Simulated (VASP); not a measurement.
**VO2: single point with PBE+U**

VO2:

```
CELL_PARAMETERS angstrom
4.52963 0.00000 0.00000
0.00000 4.52963 0.00000
0.00000 0.00000 3.05107
ATOMIC_POSITIONS crystal
V 0.00000 0.00000 0.00000
V 0.50000 0.50000 0.50000
O 0.29899 0.29899 0.00000
O 0.20101 0.79899 0.50000
O 0.70101 0.70101 0.00000
O 0.79899 0.20101 0.50000
```

* Program: VASP 6.6.1
* Task: single point
* Functional: PBE
* Potentials or basis: VASP PAW PBE potentials, release 64 (V_sv, O)
* Cutoff: 600 eV
* k mesh: 6 × 6 × 10
* Occupations: gaussian, width 0.02 eV
* Spin: collinear spin, ferromagnetic start
* Starting moments: [0.95, 0.95, 0.0, 0.0, 0.0, 0.0] μB
* Hubbard terms: V d U = 3.25 eV

* Pressure: -3.4 GPa
* Largest force: 0.054 eV/Å
* Band gap on the k mesh: 0.91 eV (least direct gap 1.14 eV)
* Net moment: 2.00 μB per cell
* Site moments: V +1.08; O -0.05 μB
* Valence electrons inside the program's atomic spheres: V 11.29; O 5.04

Forces in eV/Å, atoms in the order of the input:
```
V    0.000  0.000  0.000
V    0.000  0.000  0.000
O    0.038  0.038  0.000
O   -0.038  0.038  0.000
O   -0.038 -0.038  0.000
O    0.038 -0.038  0.000
```

Stress tensor (GPa, compression positive):
```
-3.29  0.00  0.00
 0.00 -3.29  0.00
 0.00  0.00 -3.68
```

Levels at points of the mesh, in eV from the valence-band top:
Spin up:
| k point | band 23 | band 24 | band 25 | band 26 | band 27 | band 28 | band 29 | band 30 |
| --- | --- | --- | --- | --- | --- | --- | --- | --- |
| (0.00, 0.00, 0.00) | -0.94 | -0.54 | -0.54 | 0.00 | 1.14 | 1.28 | 1.28 | 2.26 |
| (0.50, 0.00, 0.00) | -0.82 | -0.82 | -0.65 | -0.65 | 1.91 | 1.91 | 2.28 | 2.28 |
| (0.50, 0.50, 0.00) | -1.42 | -1.42 | -1.37 | -1.37 | 1.31 | 1.31 | 2.64 | 2.64 |
| (0.00, 0.00, 0.50) | -1.57 | -1.57 | -0.86 | -0.86 | 2.07 | 2.07 | 2.58 | 2.58 |
| (0.50, 0.00, 0.50) | -1.09 | -1.09 | -0.87 | -0.87 | 0.91 | 0.91 | 2.72 | 2.72 |
| (0.50, 0.50, 0.50) | -0.86 | -0.86 | -0.70 | -0.70 | 1.73 | 1.73 | 2.03 | 2.03 |
Spin down:
```csv
k point,band 20,band 21,band 22,band 23,band 24,band 25,band 26,band 27,band 28,band 29
"(0.00, 0.00, 0.00)",-2.64,-1.01,-0.65,-0.65,-0.16,2.02,2.07,2.07,2.65,2.69
"(0.50, 0.00, 0.00)",-3.26,-2.12,-2.12,-0.89,-0.89,2.67,2.67,3.00,3.00,3.28
"(0.50, 0.50, 0.00)",-2.17,-1.79,-1.79,-1.48,-1.48,2.11,2.11,2.54,2.54,3.30
"(0.00, 0.00, 0.50)",-2.91,-2.67,-2.67,-1.60,-1.60,2.79,2.79,3.20,3.20,3.73
"(0.50, 0.00, 0.50)",-2.78,-2.10,-2.10,-1.22,-1.22,1.74,1.74,3.37,3.37,3.71
"(0.50, 0.50, 0.50)",-2.85,-1.53,-1.53,-0.78,-0.78,2.44,2.44,2.74,2.74,3.95
```

Eigenvalues of the final occupation matrices:
```csv
site,spin,trace,eigenvalues
site 1 d,1,1.90,0.14 0.17 0.28 0.37 0.93
site 1 d,2,0.84,0.05 0.11 0.12 0.26 0.30
site 2 d,1,1.90,0.14 0.17 0.28 0.37 0.93
site 2 d,2,0.84,0.05 0.11 0.12 0.26 0.30
```

Run time: 3.1 min on 1 thread of Intel(R) Xeon(R) Platinum 8488C (Sapphire Rapids), with other jobs on the host, peak memory 0.36 GiB.

Caveat: the cell stands under tension. The state reached can hang on the start; a lower one may exist.
